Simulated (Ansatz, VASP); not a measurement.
MgTiF4 in VASP and in Ansatz

INCAR

```
SYSTEM = MgTiF4
PREC = Accurate
ENCUT = 520
EDIFF = 1E-6
ISMEAR = 0
SIGMA = 0.01
LREAL = .False.
LASPH = .True.
NELM = 60
ALGO = Normal
ISIF = 2
LWAVE = .False.
LCHARG = .False.
GGA = PE
NBANDS = 30
```

Contents of KPOINTS:

```
regular mesh
0
Gamma
  10 10 8
  0 0 0
```

The input POSCAR:

```
MgTiF4
1.0
    3.6030380000      0.0000000000      0.0000000000
    0.0000000000      3.6030380000      0.0000000000
    0.0000000000      0.0000000000      5.1133740000
Mg Ti F
1 1 4
Direct
    0.0000000000      0.0000000000      0.5000000000
    0.5000000000      0.5000000000      0.0000000000
    0.5000000000      0.0000000000      0.2552090000
    0.5000000000      0.0000000000      0.7447910000
    0.0000000000      0.5000000000      0.7447910000
    0.0000000000      0.5000000000      0.2552090000
```

Input for Ansatz:

```yaml
crystal:
  lattice:
    - [3.603038, 0.0, 0.0]
    - [0.0, 3.603038, 0.0]
    - [0.0, 0.0, 5.113374]
  atoms:
    - { symbol: Mg, position: [0.0, 0.0, 0.5] }
    - { symbol: Ti, position: [0.5, 0.5, 0.0] }
    - { symbol: F, position: [0.5, 0.0, 0.255209] }
    - { symbol: F, position: [0.5, 0.0, 0.744791] }
    - { symbol: F, position: [0.0, 0.5, 0.744791] }
    - { symbol: F, position: [0.0, 0.5, 0.255209] }
basis:
  ecutwfc: 420
kpoints:
  mp_grid: { grid: [10, 10, 8] }
hamiltonian:
  xc: pbe
scf:
  occupations: { method: gaussian, width: 0.01 }
  lower_state_search: "off"
output:
  forces: true
  stress: true
  eigenvalues: true
```

Alike in both runs: task single point; functional PBE; k mesh 10 × 10 × 8; occupations gaussian, width 0.01 eV; no spin polarisation.

|  | VASP | Ansatz |
| --- | --- | --- |
| version | VASP 6.6.1 | Ansatz 0.2.0 |
| potentials or method | VASP PAW PBE potentials, release 64 (Mg, Ti_sv, F), cutoff 520 eV | scalar-relativistic, plane waves, PAW |
| valence electrons in the cell | 42 | 50 |

|  | VASP | Ansatz | Ansatz less VASP |
| --- | --- | --- | --- |
| gap on the k mesh at the Fermi level (eV) | none | none | - |
| pressure (GPa) | -1.8 | -1.5 | +0.35 |
| traceless stress, the component that is largest in VASP (GPa) | 4.22 | 4.16 | -0.057 |
| rms of the force components (eV/Å) | 0.189 | 0.172 | -0.0161 |

Atom by atom the forces differ by 0.016 eV/Å (rms over components). A gap of «none» marks a metal or a gap that the smearing closes. VASP's potentials hold 42 valence electrons a cell and Ansatz's 50, so a difference there can come from the potentials and not from the codes.
